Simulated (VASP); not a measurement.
# Ag (I4/mmm) in VASP: a series of runs

Ag is run at these levels: PBEsol; tasks: single point.

All numbers are computed with VASP 6.6.1; they aren't measurements. Logs are shortened: lines on timing, memory, paths and dates and some standing lists are left out, and cuts for length are marked.

**1. The cell of the first run**

It takes space group I4/mmm (No. 139, tetragonal). Conventional cell: a = 3.316 Å, b = 3.316 Å, c = 3.051 Å, α = 90.00°, β = 90.00°, γ = 90.00°. Ag (site symmetry 4/mmm) has 14 Ag at 2.80 to 3.32 Å within 3.7 Å.

**2. Single point, PBEsol**

Input file INCAR:

```
SYSTEM = Ag
ALGO = Fast ; EDIFF = 1E-7
ENCUT = 520 ; GGA = PS
ISIF = 2 ; ISMEAR = 0
LASPH = .TRUE. ; LCHARG = .FALSE.
LREAL = .FALSE. ; LWAVE = .FALSE.
NBANDS = 12 ; NELM = 100
PREC = Accurate ; SIGMA = 0.15
```

Input file KPOINTS:

```
k-points
0
G
  28 28 28
  0 0 0
```

Input file POSCAR:

```
Ag
1.0
   -1.6580051962      1.6580051962      1.5253647805
    1.6580051962     -1.6580051962      1.5253647805
    1.6580051962      1.6580051962     -1.5253647805
Ag
1
Direct
    0.0000000000      0.0000000000      0.0000000000
```

Potentials or basis: VASP PAW PBE potentials, release 64 (Ag).

On the command line:

```console
> cat potpaw_PBE.64/Ag/POTCAR > POTCAR
> mpirun -np 1 vasp_std > vasp.out
```

OUTCAR:

```text
SYSTEM = Ag
   EDIFF = 1E-7
   ENCUT = 520
   GGA = PS
   ISIF = 2
   ISMEAR = 0
   LASPH = .TRUE.
   LREAL = .FALSE.
   NELM = 100
   PREC = Accurate

 ion  position               nearest neighbor table
   1  0.000  0.000  0.000-

  LATTYP: Found a body centered tetragonal cell.
 ALAT       =     3.3160103924
 C/A-ratio  =     0.9200000000

  Lattice vectors:

 A1 = (  -1.6580051962,   1.6580051962,   1.5253647805)
 A2 = (   1.6580051962,  -1.6580051962,   1.5253647805)
 A3 = (   1.6580051962,   1.6580051962,  -1.5253647805)

Analysis of symmetry for initial positions (statically):
=====================================================================
 Subroutine PRICEL returns:
 Original cell was already a primitive cell.

 Routine SETGRP: Setting up the symmetry group for a
 body centered tetragonal supercell.

 Subroutine GETGRP returns: Found 16 space group operations
 (whereof 16 operations were pure point group operations)
 out of a pool of 16 trial point group operations.

The static configuration has the point symmetry D_4h.

Analysis of symmetry for dynamics (positions and initial velocities):
=====================================================================
 Subroutine PRICEL returns:
 Original cell was already a primitive cell.

 Routine SETGRP: Setting up the symmetry group for a
 body centered tetragonal supercell.

 Subroutine GETGRP returns: Found 16 space group operations
 (whereof 16 operations were pure point group operations)
 out of a pool of 16 trial point group operations.

The dynamic configuration has the point symmetry D_4h.

 Subroutine INISYM returns: Found 16 space group operations
 (whereof 16 operations are pure point group operations),
 and found     1 'primitive' translations

----------------------------------------------------------------------------------------

                                     Primitive cell

  volume of cell :      16.7728

  direct lattice vectors                    reciprocal lattice vectors
    -1.658005196  1.658005196  1.525364780     0.000000000  0.301567209  0.327790445
     1.658005196 -1.658005196  1.525364780     0.301567209  0.000000000  0.327790445
     1.658005196  1.658005196 -1.525364780     0.301567209  0.301567209  0.000000000

  length of vectors
     2.797266554  2.797266554  2.797266554     0.445409202  0.445409202  0.426480437

  position of ions in fractional coordinates (direct lattice)
     0.000000000  0.000000000  0.000000000

  ion indices of the primitive-cell ions
   primitive index   ion index
                 1           1

----------------------------------------------------------------------------------------

 KPOINTS: k-points

Automatic generation of k-mesh.
 Grid dimensions read from file:
 generate k-points for:   28   28   28

 Generating k-lattice:

  Cartesian coordinates                     Fractional coordinates (reciprocal lattice)
     0.000000000  0.010770257  0.011706802     0.035714286 -0.000000000  0.000000000
     0.010770257  0.000000000  0.011706802    -0.000000000  0.035714286  0.000000000
     0.010770257  0.010770257  0.000000000     0.000000000  0.000000000  0.035714286

  Length of vectors
     0.015907472  0.015907472  0.015231444

  Shift w.r.t. Gamma in fractional coordinates (k-lattice)
     0.000000000  0.000000000  0.000000000

 Subroutine IBZKPT returns following result:
 ===========================================

 Found   1639 irreducible k-points:

 Following reciprocal coordinates:
            Coordinates               Weight
  0.000000  0.000000  0.000000      1.000000
  0.035714  0.000000  0.000000      8.000000
  0.071429  0.000000  0.000000      8.000000
  0.107143 -0.000000  0.000000      8.000000
  0.142857  0.000000 -0.000000      8.000000
  0.178571  0.000000  0.000000      8.000000
[... 16 lines left out ...]
  0.285714  0.035714  0.000000     16.000000
  0.321429  0.035714 -0.000000     16.000000
 [... further k-points ...]
   k-points           NKPTS =   1639   k-points in BZ     NKDIM =   1639   number of bands    NBANDS=     12
   number of dos      NEDOS =    301   number of ions     NIONS =      1
   total plane-waves  NPLWV =  13824
   dimension x,y,z NGX =    24 NGY =   24 NGZ =   24
   dimension x,y,z NGXF=    48 NGYF=   48 NGZF=   48
   ions per type =               1
   NGX,Y,Z   is equivalent  to a cutoff of  14.26, 14.26, 14.26 a.u.
   NGXF,Y,Z  is equivalent  to a cutoff of  28.53, 28.53, 28.53 a.u.
 SYSTEM =  Ag
   PREC   = accura    normal or accurate (medium, high low for compatibility)
   ISTART =      0    job   : 0-new  1-cont  2-samecut
   ICHARG =      2    charge: 1-file 2-atom 10-const
   ISPIN  =      1    spin polarized calculation?
   LNONCOLLINEAR =      F non collinear calculations
   LSORBIT =      F    spin-orbit coupling
   LASPH  =      T    aspherical Exc in radial PAW
   ENCUT  =  520.0 eV  38.22 Ry    6.18 a.u.   5.20  5.20  5.20*2*pi/ulx,y,z
   NELM   =    100;   NELMIN=  2; NELMDL= -5     # of ELM steps
   EDIFF  = 0.1E-06   stopping-criterion for ELM
   LREAL  =      F    real-space projection
   EDIFFG = 0.1E-05   stopping-criterion for IOM
   NSW    =      0    number of steps for IOM
   IBRION =     -1    ionic relax: 0-MD 1-quasi-New 2-CG
   NFREE  =      0    steps in history (QN), initial steepest desc. (CG)
   ISIF   =      2    stress and relaxation
   ISYM   =      2    0-nonsym 1-usesym 2-fastsym
   POTIM  = 0.5000    time-step for ionic-motion
   TEBEG  =    0.0;   TEEND  =   0.0 temperature during run
   PSTRESS=    0.0 pullay stress
   NELECT =      11.0000    total number of electrons
   NUPDOWN=      -1.0000    fix difference up-down
   EMIN   =  10.00;   EMAX   =-10.00  energy-range for DOS
   EFERMI =   0.00;   METHOD = LEGACY
   ISMEAR =     0;   SIGMA  =   0.15  broadening in eV -4-tet -1-fermi 0-gaus
   EFERMI_NEDOS =   21; number of points for ismear=-14 and -15
   IALGO  =     68    algorithm
   IMIX   =      4    mixing-type and parameters
     AMIX     =   0.40;   BMIX     =  1.00
     AMIX_MAG =   1.60;   BMIX_MAG =  1.00
  volume/ion in A,a.u.               =      16.77       113.19
  Fermi-wavevector in a.u.,A,eV,Ry     =   1.422342  2.687836 27.525341  2.023056
  Thomas-Fermi vector in A             =   2.543056
   LORBIT       =      0    0 simple, 1 ext, 2 COOP (PROOUT), +10 PAW based schemes
   GGA     = PS    functional components
   LHFCALC =     F    Hartree Fock is set to
   AEXX    =    0.0000 exact exchange contribution
   IVDW    =     0    specifies the selected vdW correction
   LEPSILON=     F    determine dielectric tensor
   LRPA    =     F    only Hartree local field effects (RPA)
 non-spin polarized calculation
 RMM-DIIS sequential band-by-band and
 Gauss-broadening in eV      SIGMA  =   0.15
  energy-cutoff  :      520.00
  volume of cell :       16.77
 maximum number of plane-waves:       470
 NGX is ok and might be reduce to    24

 number of electron      11.0000001 magnetization

 Free energy of the ion-electron system (eV)
  ---------------------------------------------------
  ext. energy  EPLUGINS =         0.00000000
  ---------------------------------------------------
  free energy    TOTEN  =        -3.27527681 eV

  energy without entropy =       -3.27142434  energy(sigma->0) =       -3.27335057

 E-fermi :   8.4766     XC(G=0): -12.5092

 val. band max:        8.4706508560   @ k =   0.5000   0.2500   0.0357
 cond. band min:       8.4789583674   @ k =   0.5000   0.0714   0.0357
 fundamental gap:      0.0083075114
 Fermi energy:         8.4765700189

 k-point     1 :       0.0000    0.0000    0.0000
  band No.  band energies     occupation
      1       0.5161      2.00000
      2       3.2570      2.00000
      3       3.6813      2.00000
      4       3.6813      2.00000
      5       4.6091      2.00000
      6       5.0953      2.00000
      7      25.9132      0.00000
      8      25.9132      0.00000
      9      27.5826      0.00000
     10      32.3886      0.00000
     11      32.3888      0.00000
     12      32.7152      0.00000

 k-point     2 :       0.0357    0.0000    0.0000
  band No.  band energies     occupation
      1       0.5606      2.00000
      2       3.2657      2.00000
      3       3.6804      2.00000
      4       3.6854      2.00000
      5       4.6117      2.00000
      6       5.0842      2.00000
      7      25.8909      0.00000
      8      25.9450      0.00000
      9      27.4793      0.00000
     10      31.6967      0.00000
     11      32.1002      0.00000
     12      32.6204      0.00000

 k-point     3 :       0.0714    0.0000    0.0000
  band No.  band energies     occupation
      1       0.6927      2.00000
      2       3.2817      2.00000
      3       3.6776      2.00000
      4       3.7081      2.00000
      5       4.6205      2.00000
      6       5.0536      2.00000
      7      25.8015      0.00000
      8      26.0373      0.00000
      9      27.1447      0.00000
     10      30.8961      0.00000
     11      31.3995      0.00000
     12      31.9793      0.00000
[... 286 lines left out ...]
 k-point    23 :       0.2857    0.0357    0.0000
  band No.  band energies     occupation
      1       2.2077      2.00000
      2       2.8528      2.00000
      3       4.5770      2.00000
      4       4.7911      2.00000
      5       5.0604      2.00000
      6       5.1917      2.00000
      7      18.8886      0.00000
      8      23.0192      0.00000
      9      24.7418      0.00000
     10      27.7229      0.00000
     11      29.1093      0.00000
     12      32.2252      0.00000

 k-point    24 :       0.3214    0.0357   -0.0000
  band No.  band energies     occupation
      1       2.1739      2.00000
      2       2.7660      2.00000
      3       4.7509      2.00000
      4       5.0112      2.00000
      5       5.1789      2.00000
      6       5.7314      2.00000
      7      17.4507      0.00000
      8      22.4952      0.00000
      9      23.9970      0.00000
     10      27.9207      0.00000
     11      29.1468      0.00000
     12      32.7031      0.00000

 [... further k-points ...]
[... 5 lines left out ...]
  --------------------------------------------------------------------------------------
  -------------------------------------------------------------------------------------
  Total       -0.0059399     -0.0059399     -0.0350487      0.0000000      0.0000000      0.0000000
  in kB       -0.5673949     -0.5673949     -3.3479357      0.0000000      0.0000000      0.0000000
  external PRESSURE =      -1.4942418 kB  Pullay stress =       0.0000000 kB

 VOLUME and BASIS-vectors are now :
 -----------------------------------------------------------------------------
  energy-cutoff  :      520.00
  volume of cell :       16.77
      direct lattice vectors                 reciprocal lattice vectors
    -1.658005196  1.658005196  1.525364780     0.000000000  0.301567209  0.327790445
     1.658005196 -1.658005196  1.525364780     0.301567209  0.000000000  0.327790445
     1.658005196  1.658005196 -1.525364780     0.301567209  0.301567209  0.000000000

 POSITION                                       TOTAL-FORCE (eV/Angst)
 -----------------------------------------------------------------------------------
      0.00000      0.00000      0.00000        -0.000000      0.000000      0.000000
 -----------------------------------------------------------------------------------
    total drift:                               -0.000000      0.000000      0.000000

  FREE ENERGIE OF THE ION-ELECTRON SYSTEM (eV)
  ---------------------------------------------------
  free  energy   TOTEN  =        -3.2752768090 eV

  energy  without entropy=       -3.2714243363  energy(sigma->0) =       -3.27335057
```

It took 3.7 min on 1 thread of AMD EPYC 9R45 (Zen 5), shared host; peak memory 0.39 GiB.

What came out:

* Free energy: -3.2753 eV
* Pressure: -0.1 GPa
* Band gap on the k mesh: zero (an odd number of electrons rules out a gap without spin polarisation)

Stress tensor (GPa, compression positive):
```
-0.06  0.00  0.00
 0.00 -0.06  0.00
 0.00  0.00 -0.33
```

Caveat: the PAW data sets were made with another functional, which shifts forces and pressure a little.

**3. Single point, PBEsol**

Input file INCAR:

```
SYSTEM = Ag
  PREC = Accurate
  ENCUT = 520
  EDIFF = 1E-6
  ISMEAR = 0
  SIGMA = 0.15
  LREAL = .False.
  LASPH = .True.
  NELM = 80
  ALGO = Fast
  ISIF = 2
  LWAVE = .False.
  LCHARG = .True.
  GGA = PS
  LELF = .True.
  LVHAR = .True.
  NBANDS = 12
```

Input file KPOINTS:

```
regular mesh
0
Gamma
  28 28 28
  0 0 0
```

Input file POSCAR:

```
Ag
1.0
   -1.5621315411      1.5621315411      1.7183446952
    1.5621315411     -1.5621315411      1.7183446952
    1.5621315411      1.5621315411     -1.7183446952
Ag
1
Direct
    0.0000000000      0.0000000000      0.0000000000
```

Potentials or basis: VASP PAW PBE potentials, release 64 (Ag).

On the command line:

```console
> cat potpaw_PBE.64/Ag/POTCAR > POTCAR
> mpirun -np 1 vasp_std > vasp.out
```

Run time: 3.2 min. Hardware: 1 thread of AMD EPYC 9R45 (Zen 5), shared host; peak memory 0.38 GiB.

It converged, with:

| Item | Value |
| --- | --- |
| Free energy | -3.2786 eV |
| Pressure | -0.2 GPa |
| Band gap on the k mesh | zero (an odd number of electrons rules out a gap without spin polarisation) |

Stress tensor (GPa, compression positive):
```
-0.66  0.00  0.00
 0.00 -0.66  0.00
 0.00  0.00  0.76
```

Levels at points of the mesh, in eV from the Fermi level:
| k point | band 3 | band 4 | band 5 | band 6 | band 7 | band 8 | band 9 | band 10 |
| --- | --- | --- | --- | --- | --- | --- | --- | --- |
| (0.00, 0.00, 0.00) | -5.05 | -4.63 | -3.85 | -3.39 | 17.05 | 18.52 | 18.52 | 22.84 |
| (0.50, 0.00, 0.00) | -3.95 | -3.35 | -2.58 | -0.33 | 3.98 | 13.91 | 15.40 | 20.84 |
| (0.50, 0.50, 0.00) | -3.31 | -3.27 | -2.47 | 0.24 | 4.91 | 12.45 | 13.22 | 19.24 |
| (0.50, 0.50, 0.50) | -2.86 | -2.72 | -2.72 | 5.14 | 7.87 | 7.87 | 11.46 | 14.45 |

Caveat: the PAW data sets were made with another functional, which shifts forces and pressure a little.

**4. Single point, PBEsol**

This run uses another cell than the first one, of the same volume but with other edges.

Input file INCAR:

```
SYSTEM = Ag
  ALGO = Fast
  EDIFF = 1E-6
  ENCUT = 520
  GGA = PS
  ISIF = 2
  ISMEAR = 0
  LASPH = .True.
  LCHARG = .False.
  LREAL = .False.
  LWAVE = .False.
  NBANDS = 12
  NELM = 80
  PREC = Accurate
  SIGMA = 0.15
```

Input file KPOINTS:

```
k-points
0
Gamma
  28 28 28
  0 0 0
```

Input file POSCAR:

```
Ag
1.0
   -1.8615614530      1.8615614530      1.2100149445
    1.8615614530     -1.8615614530      1.2100149445
    1.8615614530      1.8615614530     -1.2100149445
Ag
1
Direct
    0.0000000000      0.0000000000      0.0000000000
```

On the command line:

```console
> cat potpaw_PBE.64/Ag/POTCAR > POTCAR
> mpirun -np 1 vasp_std > vasp.out
```

Wall time 3.1 min (1 thread of AMD EPYC 9R45 (Zen 5), shared host); peak memory 0.39 GiB.

Results (log left out):

```yaml
Free_energy: -2.8786 eV
Pressure: 14.1 GPa
Band_gap_on_the_k_mesh: zero (an odd number of electrons rules out a gap without spin polarisation)
```

Stress tensor (GPa, compression positive):
```
-4.90  0.00  0.00
 0.00 -4.90  0.00
 0.00  0.00 52.22
```

Levels at points of the mesh, in eV from the Fermi level:
| k point | band 3 | band 4 | band 5 | band 6 | band 7 | band 8 | band 9 | band 10 |
| --- | --- | --- | --- | --- | --- | --- | --- | --- |
| (0.00, 0.00, 0.00) | -6.07 | -3.51 | -3.51 | -3.34 | 13.74 | 13.74 | 20.81 | 20.92 |
| (0.50, 0.00, 0.00) | -3.90 | -3.26 | -2.30 | 1.57 | 7.07 | 12.32 | 12.39 | 19.15 |
| (0.50, 0.50, 0.00) | -4.20 | -3.68 | -2.58 | -1.61 | 1.56 | 17.62 | 17.91 | 23.73 |
| (0.50, 0.50, 0.50) | -2.75 | -2.67 | -2.67 | 3.17 | 3.17 | 8.33 | 10.07 | 17.97 |

Caveat: the cell stands under pressure; the PAW data sets were made with another functional, which shifts forces and pressure a little.

**5. Overview**

| cell | further INCAR settings | gap on the mesh (eV) | pressure (GPa) |
| --- | --- | --- | --- |
| a = 2.797 Å, angles 107.3, 107.3, 113.9°, 1 atom | ALGO = Fast; EDIFF = 1e-07; NBANDS = 12 | none | -0.1 |
| a = 2.799 Å, angles 112.1, 112.1, 104.2°, 1 atom | ALGO = Fast; EDIFF = 1e-06; NBANDS = 12 | none | -0.2 |
| a = 2.897 Å, angles 100.0, 100.0, 130.6°, 1 atom | ALGO = Fast; EDIFF = 1e-06; NBANDS = 12 | none | 14.1 |

Alike in all rows: task single point; level PBEsol; potentials or basis VASP PAW PBE potentials, release 64 (Ag); no spin polarisation; k mesh 28 × 28 × 28; cutoff (eV) 520; smearing gaussian 0.15 eV.

Caveats: the PAW data sets were made with another functional, which shifts forces and pressure a little; the cell stands under pressure (at least some runs).

Absolute energies hang on the potentials; compare differences alone.
